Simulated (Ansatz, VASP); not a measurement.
## Two plane-wave programs on CdS

```
CELL_PARAMETERS angstrom
0.00000 2.92560 2.92560
2.92560 0.00000 2.92560
2.92560 2.92560 0.00000
ATOMIC_POSITIONS crystal
Cd 0.00000 0.00000 0.00000
S 0.25000 0.25000 0.25000
```

Alike in both runs: functional r2SCAN; dispersion rVV10; k mesh 6 × 6 × 6; no spin polarisation.

Ansatz relaxed the structure, and its values are those at the end. VASP's run is a single point on that final structure, the one shown.

```csv
,VASP,Ansatz
version,VASP 6.6.1,Ansatz 0.2.0
potentials or method,"VASP PAW PBE potentials, release 64 (Cd, S), cutoff 520 eV","plane waves, PAW"
occupations,"gaussian, width 0.01 eV",fixed
valence electrons in the cell,18,26
```

```csv
,VASP,Ansatz,Ansatz less VASP
pressure (GPa),0.4,0.0,-0.40
```

VASP's potentials were made for PBE, not for r2SCAN. VASP's potentials hold 18 valence electrons a cell and Ansatz's 26, so a difference there can come from the potentials and not from the codes.
